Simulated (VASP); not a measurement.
## MgZn2TeSe2: single point with PBE

Crystal: MgZn2TeSe2.

```xyz
6
Lattice="3.9212 0.0000 0.0000 -1.9606 3.3958 0.0000 0.0000 0.0000 9.6824" Properties=species:S:1:pos:R:3 pbc="T T T"
Mg    0.0000    0.0000    4.8412
Zn    1.9606    1.1319    1.7445
Zn    0.0000    2.2639    7.9379
Te    0.0000    0.0000    0.0000
Se    1.9606    1.1319    6.4485
Se    0.0000    2.2639    3.2339
```

The cell was generated, and may not be a known phase.

```
Program                : VASP 6.6.1
Task                   : single point
Functional             : PBE
Potentials or basis    : VASP PAW PBE potentials, release 64 (Mg, Zn, Te, Se)
Cutoff                 : 520 eV
k mesh                 : 6 × 6 × 2
Occupations            : gaussian, width 0.1 eV
Spin                   : no spin polarisation
Dipole correction      : no
Further INCAR settings : ALGO = Normal; EDIFF = 1e-06; NBANDS = 31
```

| Item | Value |
| --- | --- |
| Pressure | 0.0 GPa |
| Largest force | 0.045 eV/Å |
| Band gap on the k mesh | zero (bands 22 and 23 overlap by 0.99 eV) |

Forces in eV/Å, atoms in the order of the input:
```
Mg   0.000  0.000  0.000
Zn   0.000  0.000  0.029
Zn   0.000  0.000 -0.029
Te   0.000  0.000  0.000
Se   0.000  0.000 -0.045
Se   0.000  0.000  0.045
```

Stress tensor (GPa, compression positive):
```
-0.04  0.00  0.00
 0.00 -0.04  0.00
 0.00  0.00  0.19
```

Levels at points of the mesh, in eV from the Fermi level:
```csv
k point,band 20,band 21,band 22,band 23,band 24,band 25
"(0.00, 0.00, 0.00)",-0.82,0.17,0.17,0.54,2.53,3.46
"(0.50, 0.00, 0.00)",-1.88,-1.76,-1.03,-0.81,2.09,2.68
"(0.00, 0.00, 0.50)",-1.04,0.17,0.17,2.00,2.21,3.30
"(0.50, 0.00, 0.50)",-2.32,-0.73,-0.55,-0.04,0.86,2.80
```

Wall time 56 s on 1 thread of Intel(R) Xeon(R) Platinum 8488C (Sapphire Rapids), on a shared host, peak memory 0.27 GiB.

Caveat: spin-orbit coupling is left out, which moves the levels of the heavy elements.
